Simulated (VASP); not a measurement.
The system is CdTe.

```
Cd Te
1.0
     0.00000    3.27996    3.27996
     3.27996    0.00000    3.27996
     3.27996    3.27996    0.00000
Cd Te
1 1
Direct
  0.00000 0.00000 0.00000
  0.25000 0.25000 0.25000
```

Base run:

| Item | Value |
| --- | --- |
| Program | VASP 6.6.1 |
| Functional | PBE0 |
| Potentials or basis | VASP PAW PBE potentials, release 64 (Cd, Te) |
| Cutoff | 520 eV |
| k mesh | 4 × 4 × 4 |
| Occupations | gaussian, width 0.01 eV |
| Spin | no spin polarisation |

Its results: band gap on the k mesh 2.12 eV; pressure 0.0 GPa.

Problem. The run is repeated on the same cell with these changes: functional from PBE0 to HSE06; further incar settings from ALGO = Normal; EDIFF = 1e-06; NBANDS = 16 to ALGO = Normal; EDIFF = 1e-07; NBANDS = 16. What comes out?

Solution. Band gap on the k mesh 1.44 eV; pressure 0.2 GPa.

Caveats: the PAW data sets were made with another functional, which shifts forces and pressure a little; spin-orbit coupling is left out, which moves the levels of the heavy elements.

